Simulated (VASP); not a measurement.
# WS2 (Cm) in VASP: further runs

WS2 is run at these levels: PBEsol; tasks: electric field gradients.

Program: VASP 6.6.1. These are calculated values, not measurements. Logs are shortened: lines on timing, memory, paths and dates and some standing lists are left out, and cuts for length are marked.

## (1) The cell of the first run

The structure is monoclinic, space group Cm (No. 8). Conventional cell: a = 5.470 Å, b = 3.158 Å, c = 6.427 Å, α = 90.00°, β = 106.48°, γ = 90.00°. Within 2.6 Å of W (site symmetry m) lie 6 S at 1.96 to 2.57 Å. Within 2.6 Å of S (site symmetry m) lie 3 W at 1.96 to 2.37 Å. Within 3.2 Å of S (site symmetry m) lie 3 W at 2.39 to 2.57 Å and 7 S at 3.00 to 3.16 Å.

## (2) Electric field gradients, PBEsol

The input, INCAR:

```
PREC = Accurate
ENCUT = 520
EDIFF = 1E-8
ISMEAR = -1
SIGMA = 0.05
LREAL = F
LASPH = T
NELM = 100
ALGO = Normal
ISIF = 2
LWAVE = F
LCHARG = F
GGA = PS
LEFG = T
NBANDS = 20
```

The input, KPOINTS:

```
Automatic mesh
0
Gamma
  11 11 11
  0.5 0.5 0.5
```

The input, POSCAR:

```
WS2
1.0
    1.5790000000      0.9116360751      6.1633333333
   -1.5790000000      0.9116360751      6.1633333333
    0.0000000000     -1.8232721501      6.1633333333
W S
1 2
Direct
   -0.0675270000      0.0224730000      0.0224730000
    0.3172270000      0.2272270000      0.2272270000
    0.4190000000      0.4190000000      0.4190000000
```

Potentials or basis: VASP PAW PBE potentials, release 64 (W_sv, S).

The run is started by

```bash
cat potpaw_PBE.64/W_sv/POTCAR potpaw_PBE.64/S/POTCAR > POTCAR
mpirun -np 1 vasp_std > vasp.out
```

OUTCAR:

```text
PREC = Accurate
   ENCUT = 520
   EDIFF = 1E-8
   ISMEAR = -1
   LREAL = F
   LASPH = T
   NELM = 100
   ISIF = 2
   GGA = PS

 ion  position               nearest neighbor table
   1  0.932  0.022  0.022-   2 1.96   2 2.37   2 2.37   3 2.39   3 2.57   3 2.57
   2  0.317  0.227  0.227-   1 1.96   1 2.37   1 2.37
   3  0.419  0.419  0.419-   1 2.39   1 2.57   1 2.57

  LATTYP: Found a trigonal (rhomboedric) cell.
 ALAT       =     6.4273633094
 COS(alpha) =     0.8792940837

  Lattice vectors:

 A1 = (   1.5790000000,   0.9116360751,   6.1633333333)
 A2 = (  -1.5790000000,   0.9116360751,   6.1633333333)
 A3 = (   0.0000000000,  -1.8232721501,   6.1633333333)

Analysis of symmetry for initial positions (statically):
=====================================================================
 Subroutine PRICEL returns:
 Original cell was already a primitive cell.

 Routine SETGRP: Setting up the symmetry group for a
 trigonal (rhombohedral) supercell.

 Subroutine GETGRP returns: Found  2 space group operations
 (whereof  2 operations were pure point group operations)
 out of a pool of 12 trial point group operations.

The static configuration has the point symmetry C_1h.

Analysis of symmetry for dynamics (positions and initial velocities):
=====================================================================
 Subroutine PRICEL returns:
 Original cell was already a primitive cell.

 Routine SETGRP: Setting up the symmetry group for a
 trigonal (rhombohedral) supercell.

 Subroutine GETGRP returns: Found  2 space group operations
 (whereof  2 operations were pure point group operations)
 out of a pool of 12 trial point group operations.

The dynamic configuration has the point symmetry C_1h.

 Subroutine INISYM returns: Found  2 space group operations
 (whereof  2 operations are pure point group operations),
 and found     1 'primitive' translations

----------------------------------------------------------------------------------------

                                     Primitive cell

  volume of cell :      53.2317

  direct lattice vectors                    reciprocal lattice vectors
     1.579000000  0.911636075  6.163333333     0.316656111  0.182821491  0.054083288
    -1.579000000  0.911636075  6.163333333    -0.316656111  0.182821491  0.054083288
     0.000000000 -1.823272150  6.163333333     0.000000000 -0.365642982  0.054083288

  length of vectors
     6.427363309  6.427363309  6.427363309     0.369621147  0.369621147  0.369621147

  position of ions in fractional coordinates (direct lattice)
     0.932473000  0.022473000  0.022473000
     0.317227000  0.227227000  0.227227000
     0.419000000  0.419000000  0.419000000

  ion indices of the primitive-cell ions
   primitive index   ion index
                 1           1
                 2           2
                 3           3

----------------------------------------------------------------------------------------

 KPOINTS: Automatic mesh

Automatic generation of k-mesh.
 Grid dimensions read from file:
 generate k-points for:   11   11   11

 Generating k-lattice:

  Cartesian coordinates                     Fractional coordinates (reciprocal lattice)
     0.028786919  0.016620136  0.004916663     0.090909091 -0.000000000 -0.000000000
    -0.028786919  0.016620136  0.004916663    -0.000000000  0.090909091 -0.000000000
     0.000000000 -0.033240271  0.004916663     0.000000000  0.000000000  0.090909091

  Length of vectors
     0.033601922  0.033601922  0.033601922

  Shift w.r.t. Gamma in fractional coordinates (k-lattice)
     0.500000000  0.500000000  0.500000000

 Subroutine IBZKPT returns following result:
 ===========================================

 Found    366 irreducible k-points:

 Following reciprocal coordinates:
            Coordinates               Weight
  0.045455  0.045455  0.045455      2.000000
  0.136364  0.045455  0.045455      2.000000
  0.045455  0.136364  0.045455      4.000000
  0.227273  0.045455  0.045455      2.000000
  0.045455  0.227273  0.045455      4.000000
  0.318182  0.045455  0.045455      2.000000
[... 16 lines left out ...]
  0.045455  0.136364  0.136364      2.000000
  0.227273  0.136364  0.045455      4.000000
 [... further k-points ...]
   k-points           NKPTS =    366   k-points in BZ     NKDIM =    366   number of bands    NBANDS=     20
   number of dos      NEDOS =    301   number of ions     NIONS =      3
   total plane-waves  NPLWV = 110592
   dimension x,y,z NGX =    48 NGY =   48 NGZ =   48
   dimension x,y,z NGXF=    96 NGYF=   96 NGZF=   96
   ions per type =               1   2
   NGX,Y,Z   is equivalent  to a cutoff of  12.42, 12.42, 12.42 a.u.
   NGXF,Y,Z  is equivalent  to a cutoff of  24.83, 24.83, 24.83 a.u.
 SYSTEM =  unknown system
   PREC   = accura    normal or accurate (medium, high low for compatibility)
   ISTART =      0    job   : 0-new  1-cont  2-samecut
   ICHARG =      2    charge: 1-file 2-atom 10-const
   ISPIN  =      1    spin polarized calculation?
   LNONCOLLINEAR =      F non collinear calculations
   LSORBIT =      F    spin-orbit coupling
   LASPH  =      T    aspherical Exc in radial PAW
   ENCUT  =  520.0 eV  38.22 Ry    6.18 a.u.  11.95 11.95 11.95*2*pi/ulx,y,z
   NELM   =    100;   NELMIN=  2; NELMDL= -5     # of ELM steps
   EDIFF  = 0.1E-07   stopping-criterion for ELM
   LREAL  =      F    real-space projection
   EDIFFG = 0.1E-06   stopping-criterion for IOM
   NSW    =      0    number of steps for IOM
   IBRION =     -1    ionic relax: 0-MD 1-quasi-New 2-CG
   NFREE  =      0    steps in history (QN), initial steepest desc. (CG)
   ISIF   =      2    stress and relaxation
   ISYM   =      2    0-nonsym 1-usesym 2-fastsym
   POTIM  = 0.5000    time-step for ionic-motion
   TEBEG  =    0.0;   TEEND  =   0.0 temperature during run
   PSTRESS=    0.0 pullay stress
   NELECT =      26.0000    total number of electrons
   NUPDOWN=      -1.0000    fix difference up-down
   EMIN   =  10.00;   EMAX   =-10.00  energy-range for DOS
   EFERMI =   0.00;   METHOD = LEGACY
   ISMEAR =    -1;   SIGMA  =   0.05  broadening in eV -4-tet -1-fermi 0-gaus
   EFERMI_NEDOS =   21; number of points for ismear=-14 and -15
   IALGO  =     38    algorithm
   IMIX   =      4    mixing-type and parameters
     AMIX     =   0.40;   BMIX     =  1.00
     AMIX_MAG =   1.60;   BMIX_MAG =  1.00
  volume/ion in A,a.u.               =      17.74       119.74
  Fermi-wavevector in a.u.,A,eV,Ry     =   1.289266  2.436359 22.615687  1.662206
  Thomas-Fermi vector in A             =   2.421169
   LORBIT       =      0    0 simple, 1 ext, 2 COOP (PROOUT), +10 PAW based schemes
   GGA     = PS    functional components
   LHFCALC =     F    Hartree Fock is set to
   AEXX    =    0.0000 exact exchange contribution
   IVDW    =     0    specifies the selected vdW correction
   LEPSILON=     F    determine dielectric tensor
   LRPA    =     F    only Hartree local field effects (RPA)
 non-spin polarized calculation
  energy-cutoff  :      520.00
  volume of cell :       53.23
 maximum number of plane-waves:      1448
   NGX = 23   NGY = 23   NGZ = 23

 number of electron      26.0000001 magnetization

 Free energy of the ion-electron system (eV)
  ---------------------------------------------------
  ext. energy  EPLUGINS =         0.00000000
  ---------------------------------------------------
  free energy    TOTEN  =       -22.82707507 eV

  energy without entropy =      -22.82588333  energy(sigma->0) =      -22.82647920

 E-fermi :   7.8497     XC(G=0): -11.0107

 val. band max:        7.8412512090   @ k =   0.5000   0.5000   0.5000
 cond. band min:       7.9361414191   @ k =   0.0455  -0.1364   0.2273
 fundamental gap:      0.0948902101
 Fermi energy:         7.8497066523

 k-point     1 :       0.0455    0.0455    0.0455
  band No.  band energies     occupation
      1     -67.0936      2.00000
      2     -31.6580      2.00000
      3     -31.3227      2.00000
      4     -31.1933      2.00000
      5      -8.6118      2.00000
      6      -6.2474      2.00000
[... 12 lines left out ...]
     19      15.0008      0.00000
     20      15.4760      0.00000
[... 507 lines left out ...]
 k-point    24 :       0.2273    0.1364    0.0455
  band No.  band energies     occupation
      1     -67.0890      2.00000
      2     -31.6804      2.00000
      3     -31.3657      2.00000
      4     -31.2274      2.00000
      5      -8.1645      2.00000
      6      -6.1865      2.00000
[... 12 lines left out ...]
     19      15.7111      0.00000
     20      16.6442      0.00000

 [... further k-points ...]

------------------------ aborting loop because EDIFF is reached ----------------------------------------

  FORCE on cell =-STRESS in cart. coord.  units (eV):
  Direction    XX          YY          ZZ          XY          YZ          ZX
  --------------------------------------------------------------------------------------
  -------------------------------------------------------------------------------------
  Total        8.7836923      3.4687333      9.6110915      4.6028896      4.7277279      8.1886651
  in kB      264.3730356    104.4025124    289.2762345    138.5385369    142.2959423    246.4638060
  external PRESSURE =     219.3505942 kB  Pullay stress =       0.0000000 kB

 VOLUME and BASIS-vectors are now :
 -----------------------------------------------------------------------------
  energy-cutoff  :      520.00
  volume of cell :       53.23
      direct lattice vectors                 reciprocal lattice vectors
     1.579000000  0.911636075  6.163333333     0.316656111  0.182821491  0.054083288
    -1.579000000  0.911636075  6.163333333    -0.316656111  0.182821491  0.054083288
     0.000000000 -1.823272150  6.163333333     0.000000000 -0.365642982  0.054083288

 POSITION                                       TOTAL-FORCE (eV/Angst)
 -----------------------------------------------------------------------------------
      1.43689      0.82959      6.02416         8.167238      4.715357     10.880865
      0.14211      0.08205      4.75613        -7.452292     -4.302583     -9.544285
      0.00000      0.00000      7.74731        -0.714946     -0.412774     -1.336581
 -----------------------------------------------------------------------------------
    total drift:                               -0.000029     -0.000016      0.000068

  FREE ENERGIE OF THE ION-ELECTRON SYSTEM (eV)
  ---------------------------------------------------
  free  energy   TOTEN  =       -22.8270750745 eV

  energy  without entropy=      -22.8258833327  energy(sigma->0) =      -22.82647920

 Electric field gradients (V/A^2)
---------------------------------------------------------------------
 ion       V_xx      V_yy      V_zz      V_xy      V_xz      V_yz
---------------------------------------------------------------------
   1       4.013   169.170  -173.182  -143.030  -165.900   -95.783
   2      27.054    52.414   -79.468   -21.962   -70.391   -40.640
   3      10.631     8.024   -18.655     2.258    18.203    10.510
---------------------------------------------------------------------

 Electric field gradients after diagonalization (V/A^2)
 (convention: |V_zz| > |V_xx| > |V_yy|)
----------------------------------------------------------------------
 ion       V_xx      V_yy      V_zz     asymmetry (V_yy - V_xx)/ V_zz
----------------------------------------------------------------------
   1     251.748    71.446  -323.194       0.558
   2      65.094    61.304  -126.398       0.030
   3      22.635     6.720   -29.355       0.542
----------------------------------------------------------------------

           NMR quadrupolar parameters

 Cq : quadrupolar parameter    Cq=e*Q*V_zz/h
 eta: asymmetry parameters     (V_yy - V_xx)/ V_zz
 Q  : nuclear electric quadrupole moment in mb (millibarn)
----------------------------------------------------------------------
 ion       Cq(MHz)       eta       Q (mb)
----------------------------------------------------------------------
   1      -0.781       0.558       1.000
   2      -0.306       0.030       1.000
   3      -0.071       0.542       1.000
----------------------------------------------------------------------
```

It took 19 min on 1 thread of AMD EPYC 7R43 (Zen 3), shared host; peak memory 0.52 GiB.

What came out:

* Free energy: -22.8271 eV
* Pressure: 21.9 GPa
* Largest force: 14.399 eV/Å
* Band gap on the k mesh: 0.09 eV (least direct gap 0.34 eV)
* Largest electric field gradient by atom: W -323.2; S -126.4, -29.4 V/Å²

Forces on the atoms (eV/Å):
```
W    8.167  4.715 10.881
S   -7.452 -4.303 -9.544
S   -0.715 -0.413 -1.337
```

Levels at points of the mesh, in eV from the valence-band top:
```tsv
k point	band 9	band 10	band 11	band 12	band 13	band 14	band 15	band 16	band 17	band 18
(0.50, 0.50, 0.50)	-5.30	-4.16	-3.10	-1.55	0.00	0.34	1.17	2.88	2.95	5.27
```

Electric field gradients, principal values (V/Å²):
| atom | least | middle | greatest (by size) |
| --- | --- | --- | --- |
| 1 W | 71.446 | 251.748 | -323.194 |
| 2 S | 61.304 | 65.094 | -126.398 |
| 3 S | 6.720 | 22.635 | -29.355 |

Caveat: the cell stands under pressure; without QUAD_EFG the Cq values of the log hold for a quadrupole moment of 1 mb, not for the nuclei; the PAW data sets were made with another functional, which shifts forces and pressure a little; spin-orbit coupling is left out, which moves the levels of the heavy elements; a shifted mesh leaves out Γ, where band edges can lie. A k mesh can miss the band edges.

[end of part 1 of 3]
